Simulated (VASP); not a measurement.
# LiGaI2 (P4mm) in VASP: further runs, part 2 of 3

VASP 6.6.1.

**3. Single point, PBE**

This run uses another cell than the first one, of 42.85 Å³/atom, 1.410 times its volume.

INCAR reads:

```
PREC     = Accurate       # precision mode
ENCUT    = 520            # plane-wave cutoff, eV
EDIFF    = 1E-7           # SCF threshold, eV
ISMEAR   = 0              # smearing method
SIGMA    = 0.1            # smearing width, eV
LREAL    = False          # projectors in reciprocal space
LASPH    = True           # aspherical terms in the spheres
NELM     = 80             # most SCF steps
ALGO     = Normal         # electronic algorithm
ISIF     = 2              # what is computed and relaxed
LWAVE    = False          # write WAVECAR
LCHARG   = False          # write CHGCAR
GGA      = PE             # functional
NBANDS   = 23             # bands
```

KPOINTS reads:

```
regular mesh
0
Gamma
  4 4 2
```

POSCAR reads:

```
LiGaI2
1.0
    5.4633750146      0.0000000000      0.0000000000
    0.0000000000      5.4633750146      0.0000000000
    0.0000000000      0.0000000000      5.7429638104
Li Ga I
1 1 2
Direct
    0.0000000000      0.0000000000      0.6419365016
    0.0000000000      0.0000000000      0.1439381359
    0.5000000000      0.0000000000      0.4244769662
    0.0000000000      0.5000000000      0.4244769662
```

Potentials or basis: VASP PAW PBE potentials, release 64 (Li_sv, Ga_d, I).

On the command line:

```console
$ cat potpaw_PBE.64/Li_sv/POTCAR potpaw_PBE.64/Ga_d/POTCAR potpaw_PBE.64/I/POTCAR > POTCAR
$ mpirun -np 1 vasp_std > vasp.out
```

OUTCAR:

```text
PREC = Accurate
   ENCUT = 520
   EDIFF = 1E-7
   ISMEAR = 0
   LREAL = False
   LASPH = True
   NELM = 80
   ISIF = 2
   GGA = PE

 ion  position               nearest neighbor table
   1  0.000  0.000  0.642-   3 3.00   4 3.00   4 3.00   3 3.00
   2  0.000  0.000  0.144-   3 3.17   4 3.17   4 3.17   3 3.17
   3  0.500  0.000  0.424-   1 3.00   1 3.00   2 3.17   2 3.17
   4  0.000  0.500  0.424-   1 3.00   1 3.00   2 3.17   2 3.17

  LATTYP: Found a simple tetragonal cell.
 ALAT       =     5.4633750146
 C/A-ratio  =     1.0511751061

  Lattice vectors:

 A1 = (   5.4633750146,   0.0000000000,   0.0000000000)
 A2 = (   0.0000000000,   5.4633750146,   0.0000000000)
 A3 = (   0.0000000000,   0.0000000000,   5.7429638104)

Analysis of symmetry for initial positions (statically):
=====================================================================
 Subroutine PRICEL returns:
 Original cell was already a primitive cell.

 Routine SETGRP: Setting up the symmetry group for a
 simple tetragonal supercell.

 Subroutine GETGRP returns: Found  8 space group operations
 (whereof  8 operations were pure point group operations)
 out of a pool of 16 trial point group operations.

The static configuration has the point symmetry C_4v.

Analysis of symmetry for dynamics (positions and initial velocities):
=====================================================================
 Subroutine PRICEL returns:
 Original cell was already a primitive cell.

 Routine SETGRP: Setting up the symmetry group for a
 simple tetragonal supercell.

 Subroutine GETGRP returns: Found  8 space group operations
 (whereof  8 operations were pure point group operations)
 out of a pool of 16 trial point group operations.

The dynamic configuration has the point symmetry C_4v.

 Subroutine INISYM returns: Found  8 space group operations
 (whereof  8 operations are pure point group operations),
 and found     1 'primitive' translations

----------------------------------------------------------------------------------------

                                     Primitive cell

  volume of cell :     171.4187

  direct lattice vectors                    reciprocal lattice vectors
     5.463375015  0.000000000  0.000000000     0.183037042  0.000000000  0.000000000
     0.000000000  5.463375015  0.000000000     0.000000000  0.183037042  0.000000000
     0.000000000  0.000000000  5.742963810     0.000000000  0.000000000  0.174126119

  length of vectors
     5.463375015  5.463375015  5.742963810     0.183037042  0.183037042  0.174126119

  position of ions in fractional coordinates (direct lattice)
     0.000000000  0.000000000  0.641936502
     0.000000000  0.000000000  0.143938136
     0.500000000  0.000000000  0.424476966
     0.000000000  0.500000000  0.424476966

  ion indices of the primitive-cell ions
   primitive index   ion index
                 1           1
                 2           2
[... 22 lines left out ...]
     0.000000000  0.000000000  0.000000000

 Subroutine IBZKPT returns following result:
 ===========================================

 Found     12 irreducible k-points:

 Following reciprocal coordinates:
            Coordinates               Weight
  0.000000  0.000000  0.000000      1.000000
  0.250000  0.000000  0.000000      4.000000
  0.500000  0.000000  0.000000      2.000000
  0.250000  0.250000  0.000000      4.000000
  0.500000  0.250000  0.000000      4.000000
  0.500000  0.500000  0.000000      1.000000
  0.000000  0.000000  0.500000      1.000000
  0.250000  0.000000  0.500000      4.000000
  0.500000  0.000000  0.500000      2.000000
  0.250000  0.250000  0.500000      4.000000
  0.500000  0.250000  0.500000      4.000000
  0.500000  0.500000  0.500000      1.000000
   k-points           NKPTS =     12   k-points in BZ     NKDIM =     12   number of bands    NBANDS=     23
   number of dos      NEDOS =    301   number of ions     NIONS =      4
   total plane-waves  NPLWV =  84672
   dimension x,y,z NGX =    42 NGY =   42 NGZ =   48
   dimension x,y,z NGXF=    84 NGYF=   84 NGZF=   96
   ions per type =               1   1   2
   NGX,Y,Z   is equivalent  to a cutoff of  12.78, 12.78, 13.89 a.u.
   NGXF,Y,Z  is equivalent  to a cutoff of  25.56, 25.56, 27.79 a.u.
 SYSTEM =  unknown system
   PREC   = accura    normal or accurate (medium, high low for compatibility)
   ISTART =      0    job   : 0-new  1-cont  2-samecut
   ICHARG =      2    charge: 1-file 2-atom 10-const
   ISPIN  =      1    spin polarized calculation?
   LNONCOLLINEAR =      F non collinear calculations
   LSORBIT =      F    spin-orbit coupling
   LASPH  =      T    aspherical Exc in radial PAW
   ENCUT  =  520.0 eV  38.22 Ry    6.18 a.u.  10.16 10.16 10.68*2*pi/ulx,y,z
   NELM   =     80;   NELMIN=  2; NELMDL= -5     # of ELM steps
   EDIFF  = 0.1E-06   stopping-criterion for ELM
   LREAL  =      F    real-space projection
   EDIFFG = 0.1E-05   stopping-criterion for IOM
   NSW    =      0    number of steps for IOM
   IBRION =     -1    ionic relax: 0-MD 1-quasi-New 2-CG
   NFREE  =      0    steps in history (QN), initial steepest desc. (CG)
   ISIF   =      2    stress and relaxation
   ISYM   =      2    0-nonsym 1-usesym 2-fastsym
   POTIM  = 0.5000    time-step for ionic-motion
   TEBEG  =    0.0;   TEEND  =   0.0 temperature during run
   PSTRESS=    0.0 pullay stress
   NELECT =      30.0000    total number of electrons
   NUPDOWN=      -1.0000    fix difference up-down
   EMIN   =  10.00;   EMAX   =-10.00  energy-range for DOS
   EFERMI =   0.00;   METHOD = LEGACY
   ISMEAR =     0;   SIGMA  =   0.10  broadening in eV -4-tet -1-fermi 0-gaus
   EFERMI_NEDOS =   21; number of points for ismear=-14 and -15
   IALGO  =     38    algorithm
   IMIX   =      4    mixing-type and parameters
     AMIX     =   0.40;   BMIX     =  1.00
     AMIX_MAG =   1.60;   BMIX_MAG =  1.00
  volume/ion in A,a.u.               =      42.85       289.20
  Fermi-wavevector in a.u.,A,eV,Ry     =   0.915720  1.730459 11.409064  0.838543
  Thomas-Fermi vector in A             =   2.040493
   LORBIT       =      0    0 simple, 1 ext, 2 COOP (PROOUT), +10 PAW based schemes
   GGA     = PE    functional components
   LHFCALC =     F    Hartree Fock is set to
   AEXX    =    0.0000 exact exchange contribution
   IVDW    =     0    specifies the selected vdW correction
   LEPSILON=     F    determine dielectric tensor
   LRPA    =     F    only Hartree local field effects (RPA)
 non-spin polarized calculation
 Gauss-broadening in eV      SIGMA  =   0.10
  energy-cutoff  :      520.00
  volume of cell :      171.42
 maximum number of plane-waves:      4640
 NGX is ok and might be reduce to    42
   NGX = 21   NGY = 21   NGZ = 21

 number of electron      29.9999987 magnetization

 Free energy of the ion-electron system (eV)
  ---------------------------------------------------
  ext. energy  EPLUGINS =         0.00000000
  ---------------------------------------------------
  free energy    TOTEN  =        -9.69392176 eV

  energy without entropy =       -9.69250459  energy(sigma->0) =       -9.69321317

 E-fermi :   1.1223     XC(G=0):  -6.7177

 val. band max:        1.0026373703   @ k =   0.5000   0.5000   0.5000
 cond. band min:       1.2216448168   @ k =   0.0000   0.0000   0.0000
 fundamental gap:      0.2190074466
 Fermi energy:         1.1222825105

 k-point     1 :       0.0000    0.0000    0.0000
  band No.  band energies     occupation
      1     -46.2217      2.00000
      2     -14.1666      2.00000
      3     -14.1557      2.00000
      4     -14.1557      2.00000
      5     -14.1514      2.00000
      6     -14.1379      2.00000
[... 301 lines left out ...]
     22       6.9984      0.00000
     23       7.4866      0.00000

------------------------ aborting loop because EDIFF is reached ----------------------------------------

  FORCE on cell =-STRESS in cart. coord.  units (eV):
  Direction    XX          YY          ZZ          XY          YZ          ZX
  --------------------------------------------------------------------------------------
  -------------------------------------------------------------------------------------
  Total        0.0347919      0.0347919      0.0055081      0.0000000      0.0000000      0.0000000
  in kB        0.3251851      0.3251851      0.0514823      0.0000000      0.0000000      0.0000000
  external PRESSURE =       0.2339508 kB  Pullay stress =       0.0000000 kB

 VOLUME and BASIS-vectors are now :
 -----------------------------------------------------------------------------
  energy-cutoff  :      520.00
  volume of cell :      171.42
      direct lattice vectors                 reciprocal lattice vectors
     5.463375015  0.000000000  0.000000000     0.183037042  0.000000000  0.000000000
     0.000000000  5.463375015  0.000000000     0.000000000  0.183037042  0.000000000
     0.000000000  0.000000000  5.742963810     0.000000000  0.000000000  0.174126119

 POSITION                                       TOTAL-FORCE (eV/Angst)
 -----------------------------------------------------------------------------------
      0.00000      0.00000      3.68662         0.000000      0.000000     -0.008152
      0.00000      0.00000      0.82663        -0.000000     -0.000000      0.027298
      2.73169      0.00000      2.43776         0.000000      0.000000     -0.009573
      0.00000      2.73169      2.43776         0.000000      0.000000     -0.009573
 -----------------------------------------------------------------------------------
    total drift:                               -0.000000     -0.000000      0.001517

  FREE ENERGIE OF THE ION-ELECTRON SYSTEM (eV)
  ---------------------------------------------------
  free  energy   TOTEN  =        -9.6939217559 eV

  energy  without entropy=       -9.6925045870  energy(sigma->0) =       -9.69321317
```

Wall time 39 s (1 thread of Intel Xeon 6975P-C (Granite Rapids), shared host); peak memory 0.29 GiB.

Results:

```yaml
Free_energy: -9.6939 eV
Largest_force: 0.027 eV/Å
Band_gap_on_the_k_mesh: 0.22 eV, indirect (least direct gap 1.02 eV)
```

Forces in eV/Å, atoms in the order of the input:
```
Li   0.000  0.000 -0.008
Ga   0.000  0.000  0.027
I    0.000  0.000 -0.010
I    0.000  0.000 -0.010
```

Caveat: the k points lie up to 0.55 Å⁻¹ apart; the cutoff is under 1.25 times the usual one of these potentials, so pressure, stress and relaxed cells hold a basis-set (Pulay) error; spin-orbit coupling is left out, which moves the levels of the heavy elements.

(Continued in part 3 of 3.)
